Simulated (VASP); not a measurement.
# CaSi2Sb2 (P-3m1) in VASP: a series of runs, part 2 of 2

VASP 6.6.1.

### Step 3. Relaxation of cell and atoms, revPBE

This run uses another cell than the first one, of 25.36 Å³/atom, 0.982 times its volume.

INCAR

```
SYSTEM = CaSi2Sb2
PREC     = Accurate       ! precision mode
ENCUT    = 600            ! plane-wave cutoff, eV
EDIFF    = 1E-6           ! SCF threshold, eV
ISMEAR   = -1             ! smearing method
SIGMA    = 0.05           ! smearing width, eV
LREAL    = .FALSE.        ! projectors in reciprocal space
LASPH    = .TRUE.         ! aspherical terms in the spheres
NELM     = 80             ! most SCF steps
ALGO     = Normal         ! electronic algorithm
ISIF     = 3              ! what is computed and relaxed
LWAVE    = .FALSE.        ! write WAVECAR
LCHARG   = .FALSE.        ! write CHGCAR
GGA      = RE             ! functional
IBRION   = 2              ! ionic algorithm
NSW      = 60             ! ionic steps
EDIFFG   = -0.01          ! ionic threshold
```

KPOINTS

```
Automatic mesh
0
G
  5 5 4
  0 0 0
```

POSCAR

```
CaSi2Sb2
1.0
    4.9973900000      0.0000000000      0.0000000000
   -2.4987000000      4.3278700000      0.0000000000
    0.0000000000      0.0000000000      5.8616900000
Ca Si Sb
1 2 2
Direct
    0.0000000000      0.0000000000      0.0000000000
    0.3333300000      0.6666700000      0.2564800000
    0.6666700000      0.3333300000      0.7435200000
    0.3333300000      0.6666700000      0.7224000000
    0.6666700000      0.3333300000      0.2776000000
```

Potentials or basis: VASP PAW PBE potentials, release 64 (Ca_sv, Si, Sb).

Started as:

```sh
> cat potpaw_PBE.64/Ca_sv/POTCAR potpaw_PBE.64/Si/POTCAR potpaw_PBE.64/Sb/POTCAR > POTCAR
> mpirun -np 1 vasp_std > vasp.out
```

OUTCAR:

```text
SYSTEM = CaSi2Sb2
   PREC = Accurate
   ENCUT = 600
   EDIFF = 1E-6
   ISMEAR = -1
   LREAL = .FALSE.
   LASPH = .TRUE.
   NELM = 80
   ISIF = 3
   GGA = RE
   IBRION = 2
   NSW = 60
   EDIFFG = -0.01

 ion  position               nearest neighbor table
   1  0.000  0.000  0.000-   4 3.31   5 3.31   5 3.31   4 3.31   5 3.31   4 3.31
   2  0.333  0.667  0.256-   4 2.73   5 2.89   5 2.89   5 2.89   4 3.13
   3  0.667  0.333  0.744-   5 2.73   4 2.89   4 2.89   4 2.89   5 3.13
   4  0.333  0.667  0.722-   2 2.73   3 2.89   3 2.89   3 2.89   2 3.13   1 3.31   1 3.31   1 3.31

   5  0.667  0.333  0.278-   3 2.73   2 2.89   2 2.89   2 2.89   3 3.13   1 3.31   1 3.31   1 3.31

  LATTYP: Found a hexagonal cell.
 ALAT       =     4.9973900000
 C/A-ratio  =     1.1729502800

  Lattice vectors:

 A1 = (   4.9973900000,   0.0000000000,   0.0000000000)
 A2 = (  -2.4987000000,   4.3278700000,   0.0000000000)
 A3 = (   0.0000000000,   0.0000000000,   5.8616900000)

Analysis of symmetry for initial positions (statically):
=====================================================================
 Subroutine PRICEL returns:
 Original cell was already a primitive cell.

 Routine SETGRP: Setting up the symmetry group for a
 hexagonal supercell.

 Subroutine GETGRP returns: Found  4 space group operations
 (whereof  4 operations were pure point group operations)
 out of a pool of 24 trial point group operations.

The static configuration has the point symmetry C_2h.

Analysis of symmetry for dynamics (positions and initial velocities):
=====================================================================
 Subroutine PRICEL returns:
 Original cell was already a primitive cell.

 Routine SETGRP: Setting up the symmetry group for a
 hexagonal supercell.

 Subroutine GETGRP returns: Found  4 space group operations
 (whereof  4 operations were pure point group operations)
 out of a pool of 24 trial point group operations.

The dynamic configuration has the point symmetry C_2h.

 Subroutine INISYM returns: Found  4 space group operations
 (whereof  4 operations are pure point group operations),
 and found     1 'primitive' translations

----------------------------------------------------------------------------------------

                                     Primitive cell

  volume of cell :     126.7769

  direct lattice vectors                    reciprocal lattice vectors
     4.997390000  0.000000000  0.000000000     0.200104455  0.115530504  0.000000000
    -2.498700000  4.327870000  0.000000000     0.000000000  0.231060545  0.000000000
     0.000000000  0.000000000  5.861690000     0.000000000  0.000000000  0.170599264

  length of vectors
     4.997390000  4.997395364  5.861690000     0.231060793  0.231060545  0.170599264

  position of ions in fractional coordinates (direct lattice)
     0.000000000  0.000000000  0.000000000
     0.333330000  0.666670000  0.256480000
     0.666670000  0.333330000  0.743520000
     0.333330000  0.666670000  0.722400000
     0.666670000  0.333330000  0.277600000

  ion indices of the primitive-cell ions
   primitive index   ion index
                 1           1
                 2           2
[... 37 lines left out ...]
  0.200000  0.200000  0.000000      2.000000
[... 16 lines left out ...]
  0.400000  0.400000  0.250000      4.000000
 -0.400000 -0.200000  0.250000      4.000000
 [... further k-points ...]
   k-points           NKPTS =     33   k-points in BZ     NKDIM =     33   number of bands    NBANDS=     18
   number of dos      NEDOS =    301   number of ions     NIONS =      5
   total plane-waves  NPLWV =  76800
   dimension x,y,z NGX =    40 NGY =   40 NGZ =   48
   dimension x,y,z NGXF=    80 NGYF=   80 NGZF=   96
   ions per type =               1   2   2
   NGX,Y,Z   is equivalent  to a cutoff of  13.31, 13.31, 13.61 a.u.
   NGXF,Y,Z  is equivalent  to a cutoff of  26.61, 26.61, 27.23 a.u.
 SYSTEM =  CaSi2Sb2
   PREC   = accura    normal or accurate (medium, high low for compatibility)
   ISTART =      0    job   : 0-new  1-cont  2-samecut
   ICHARG =      2    charge: 1-file 2-atom 10-const
   ISPIN  =      1    spin polarized calculation?
   LNONCOLLINEAR =      F non collinear calculations
   LSORBIT =      F    spin-orbit coupling
   LASPH  =      T    aspherical Exc in radial PAW
   ENCUT  =  600.0 eV  44.10 Ry    6.64 a.u.   9.98  9.98 11.71*2*pi/ulx,y,z
   NELM   =     80;   NELMIN=  2; NELMDL= -5     # of ELM steps
   EDIFF  = 0.1E-05   stopping-criterion for ELM
   LREAL  =      F    real-space projection
   EDIFFG = -.1E-01   stopping-criterion for IOM
   NSW    =     60    number of steps for IOM
   IBRION =      2    ionic relax: 0-MD 1-quasi-New 2-CG
   NFREE  =      1    steps in history (QN), initial steepest desc. (CG)
   ISIF   =      3    stress and relaxation
   ISYM   =      2    0-nonsym 1-usesym 2-fastsym
   POTIM  = 0.5000    time-step for ionic-motion
   TEBEG  =    0.0;   TEEND  =   0.0 temperature during run
   PSTRESS=    0.0 pullay stress
   NELECT =      28.0000    total number of electrons
   NUPDOWN=      -1.0000    fix difference up-down
   EMIN   =  10.00;   EMAX   =-10.00  energy-range for DOS
   EFERMI =   0.00;   METHOD = LEGACY
   ISMEAR =    -1;   SIGMA  =   0.05  broadening in eV -4-tet -1-fermi 0-gaus
   EFERMI_NEDOS =   21; number of points for ismear=-14 and -15
   IALGO  =     38    algorithm
   IMIX   =      4    mixing-type and parameters
     AMIX     =   0.40;   BMIX     =  1.00
     AMIX_MAG =   1.60;   BMIX_MAG =  1.00
  volume/ion in A,a.u.               =      25.36       171.11
  Fermi-wavevector in a.u.,A,eV,Ry     =   0.989572  1.870020 13.323543  0.979253
  Thomas-Fermi vector in A             =   2.121180
   LORBIT       =      0    0 simple, 1 ext, 2 COOP (PROOUT), +10 PAW based schemes
   GGA     = RE    functional components
   LHFCALC =     F    Hartree Fock is set to
   AEXX    =    0.0000 exact exchange contribution
   IVDW    =     0    specifies the selected vdW correction
   LEPSILON=     F    determine dielectric tensor
   LRPA    =     F    only Hartree local field effects (RPA)
 conjugate gradient relaxation of ions
 non-spin polarized calculation
  energy-cutoff  :      600.00
  volume of cell :      126.78
 maximum number of plane-waves:      4246
   NGX = 19   NGY = 19   NGZ = 23

--------------------------------------- Ionic step        1  -------------------------------------------

 number of electron      28.0000001 magnetization

 Free energy of the ion-electron system (eV)
  ---------------------------------------------------
  ext. energy  EPLUGINS =         0.00000000
  ---------------------------------------------------
  free energy    TOTEN  =       -19.69315008 eV

  energy without entropy =      -19.67297104  energy(sigma->0) =      -19.68306056

------------------------ aborting loop because EDIFF is reached ----------------------------------------

  FORCE on cell =-STRESS in cart. coord.  units (eV):
  Direction    XX          YY          ZZ          XY          YZ          ZX
  --------------------------------------------------------------------------------------
  -------------------------------------------------------------------------------------
  Total        0.2128259      0.2127555      1.9564724     -0.0000615      0.0000195     -0.0000339
  in kB        2.6896437      2.6887537     24.7254390     -0.0007775      0.0002470     -0.0004279
  external PRESSURE =      10.0346121 kB  Pullay stress =       0.0000000 kB
[... 221 lines left out ...]
--------------------------------------- Ionic step        7  -------------------------------------------

 number of electron      27.9999999 magnetization

 Free energy of the ion-electron system (eV)
  ---------------------------------------------------
  ext. energy  EPLUGINS =         0.00000000
  ---------------------------------------------------
  free energy    TOTEN  =       -19.71068433 eV

  energy without entropy =      -19.69089429  energy(sigma->0) =      -19.70078931

 E-fermi :   6.2434     XC(G=0):  -9.3705

 val. band max:        6.2281769392   @ k =   0.2000   0.0000   0.2500
 cond. band min:       6.2864266259   @ k =   0.2000   0.2000   0.2500
 fundamental gap:      0.0582496867
 Fermi energy:         6.2433655079

 k-point     1 :       0.0000    0.0000    0.0000
  band No.  band energies     occupation
      1     -35.2951      2.00000
      2     -16.2943      2.00000
      3     -16.2818      2.00000
      4     -16.2818      2.00000
      5      -5.6174      2.00000
      6      -2.9079      2.00000
[... 481 lines left out ...]
      5      -4.1099      2.00000
      6      -3.5137      2.00000
[... 10 lines left out ...]
     17       8.3845      0.00000
     18       9.0806      0.00000

 [... further k-points ...]

------------------------ aborting loop because EDIFF is reached ----------------------------------------

  FORCE on cell =-STRESS in cart. coord.  units (eV):
  Direction    XX          YY          ZZ          XY          YZ          ZX
  --------------------------------------------------------------------------------------
  -------------------------------------------------------------------------------------
  Total       -0.0006626     -0.0007728      0.0038496     -0.0000955     -0.0000350      0.0000606
  in kB       -0.0082168     -0.0095836      0.0477385     -0.0011837     -0.0004338      0.0007514
  external PRESSURE =       0.0099794 kB  Pullay stress =       0.0000000 kB
[... 20 lines left out ...]
  FREE ENERGIE OF THE ION-ELECTRON SYSTEM (eV)
  ---------------------------------------------------
  free  energy   TOTEN  =       -19.7106843327 eV

  energy  without entropy=      -19.6908942943  energy(sigma->0) =      -19.70078931

 reached required accuracy - stopping structural energy minimisation
```

Wall time 6.5 min (1 thread of Intel Xeon Platinum 8488C (Sapphire Rapids), shared host); peak memory 0.34 GiB.

What came out:

```yaml
Free_energy: -19.7107 eV
Relaxed_volume: 25.84 Å³/atom
Relaxed_cell: a = 4.999 Å, b = 4.999 Å, c = 5.970 Å, α = 90.00°, β = 90.00°, γ = 120.00°
Space_group_after_relaxing_to_0.05_Å: P-3m1 (No. 164)
Energy_gained_by_relaxing: 3.5 meV/atom
Ionic_steps: 7
Pressure_after_relaxing: 0.0 GPa
Largest_force_after_relaxing: 0.007 eV/Å
Band_gap_on_the_k_mesh: zero (band 14 reaches 6.67 eV, above the bottom of band 15 at 5.89 eV)
```

Forces in eV/Å, atoms in the order of the input:
```
Ca   0.000  0.000  0.000
Si   0.000  0.000 -0.007
Si   0.000  0.000  0.007
Sb   0.000  0.000 -0.002
Sb   0.000  0.000  0.002
```

The path:
```tsv
step	energy change (eV)	largest force (eV/Å)	pressure (GPa)	volume (Å³)
1	0.0000	0.1175	1.00	126.78
2	-0.0168	0.0451	-0.20	129.70
3	-0.0171	0.0303	-0.07	129.35
4	-0.0173	0.0292	0.00	129.17
5	-0.0174	0.0283	0.04	129.05
6	-0.0175	0.0175	0.02	129.11
7	-0.0175	0.0070	0.00	129.20
```

Final structure:
```
Ca Si Sb
1.0
     4.99915   -0.00003    0.00000
    -2.49960    4.32938    0.00000
     0.00000    0.00000    5.96951
Ca Si Sb
1 2 2
Direct
  0.00000 0.00000 0.00000
  0.33333 0.66667 0.25604
  0.66667 0.33333 0.74396
  0.33333 0.66667 0.72191
  0.66667 0.33333 0.27809
```

Levels at points of the mesh, in eV from the Fermi level:
| k point | band 12 | band 13 | band 14 | band 15 | band 16 | band 17 |
| --- | --- | --- | --- | --- | --- | --- |
| (0.00, 0.00, 0.00) | -1.44 | -1.44 | -1.33 | -0.23 | -0.23 | 0.59 |
| (0.00, 0.00, 0.50) | -2.92 | -1.94 | -1.24 | -0.34 | -0.34 | 0.76 |

Caveat: the PAW data sets were made with another functional, which shifts forces and pressure a little; spin-orbit coupling is left out, which moves the levels of the heavy elements.
